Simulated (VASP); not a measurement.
Runs of VASP 6.6.1 on C. The structure is that of space group Fmmm (No. 69), or close to it. The cells are those of the table. 

```tsv
cell	k mesh	smearing	gap on the mesh (eV)	pressure (GPa)	largest force (eV/Å)
a = 2.445, b = 2.445, c = 6.735 Å, angles 90.0, 90.0, 120.0°, 4 atoms	18 × 18 × 6	gaussian 0.1 eV	none	0.8	-
a = 2.468, b = 2.476, c = 7.149 Å, angles 91.9, 89.6, 120.9°, 4 atoms	8 × 8 × 2	gaussian 0.1 eV	1.11	-4.0	3.01
a = 2.456, b = 2.456, c = 7.173 Å, angles 90.0, 90.0, 120.0°, 4 atoms	18 × 18 × 6	gaussian 0.1 eV	0.02	-3.2	0.03
a = 2.468, b = 2.476, c = 7.149 Å, angles 91.9, 89.6, 120.9°, 4 atoms	10 × 10 × 4	gaussian 0.1 eV	(c)	-4.0	2.93
a = 2.468, b = 2.476, c = 7.149 Å, angles 91.9, 89.6, 120.9°, 4 atoms	6 × 6 × 2	gaussian 0.1 eV	(b)	-3.8	(a)
a = 2.456, b = 2.456, c = 7.173 Å, angles 90.0, 90.0, 120.0°, 4 atoms	18 × 18 × 6	methfessel-paxton 0.5 eV	-	-3.2	0.02
a = 2.468, b = 2.476, c = 7.149 Å, angles 91.9, 89.6, 120.9°, 4 atoms	4 × 4 × 2	gaussian 0.1 eV	2.96	-4.5	3.13
```

Alike in all rows: task single point; level LDA; potentials or basis VASP PAW LDA potentials, release 64 (C); no spin polarisation; cutoff (eV) 520.

Task: Fill in the values left out.

Result: (a) 2.56; (b) 0.10; (c) 0.99.

Caveats: some runs use coarse meshes; forces of over 1 eV/Å act on the atoms, so gaps and moduli don't describe the material at rest (some runs).

A k mesh can miss the band edges.

A gap of «none» marks levels without a gap at the run's occupations.
